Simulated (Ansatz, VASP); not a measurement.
# One calculation of Ga, two programs

```xyz
1
Lattice="0.0000 1.9688 2.4434 1.9665 0.0000 2.4434 1.9665 1.9688 0.0000" Properties=species:S:1:pos:R:3 pbc="T T T"
Ga    1.9665    1.9688    2.4434
```

Alike in both runs: functional PBE; k mesh 8 × 8 × 8; occupations gaussian, width 0.1 eV; no spin polarisation.

Ansatz relaxed the structure, and its values are those at the end. VASP's run is a single point on that final structure, the one shown.

|  | VASP | Ansatz |
| --- | --- | --- |
| version | VASP 6.6.1 | Ansatz 0.2.0 |
| potentials or method | VASP PAW PBE potentials, release 64 (Ga_d), cutoff 520 eV | scalar-relativistic, plane waves, PAW |
| valence electrons in the cell | 13 | 13 |

```csv
,VASP,Ansatz,Ansatz less VASP
gap on the k mesh at the Fermi level (eV),none,none,-
pressure (GPa),0.3,0.1,-0.11
```

A gap of «none» marks a metal or a gap that the smearing closes.
